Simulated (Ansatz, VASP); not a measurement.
**One calculation of Si3WC2, two programs**

```xyz
6
Lattice="5.2974 0.0000 0.0000 -2.6487 4.5877 0.0000 0.0000 0.0000 2.7017" Properties=species:S:1:pos:R:3 pbc="T T T"
Si   -1.3243    2.2938    1.3508
Si    2.6487    0.0000    1.3508
Si    1.3243    2.2938    1.3508
W     0.0000    0.0000    0.0000
C     2.6487    1.5292    0.0000
C     0.0000    3.0584    0.0000
```

Change from the starting cell: species swapped into the PrB2Ru3 type (P6/mmm, No. 191).

Alike in both runs: functional PBE; k mesh 6 × 6 × 6; occupations gaussian, width 0.1 eV; no spin polarisation.

Ansatz relaxed the structure, and its values are those at the end. VASP's run is a single point on that final structure, the one shown.

|  | VASP | Ansatz |
| --- | --- | --- |
| version | VASP 6.6.1 | Ansatz 0.2.0 |
| potentials or method | VASP PAW PBE potentials, release 64 (Si, W_sv, C), cutoff 520 eV | scalar-relativistic, plane waves, PAW |
| valence electrons in the cell | 34 | 34 |

|  | VASP | Ansatz | Ansatz less VASP |
| --- | --- | --- | --- |
| gap on the k mesh at the Fermi level (eV) | none | none | - |
| pressure (GPa) | 0.1 | 0.0 | -0.11 |

A gap of «none» marks a metal or a gap that the smearing closes.

The k mesh is coarse, so the values compare programs but aren't converged. Neither program's run includes spin-orbit coupling.
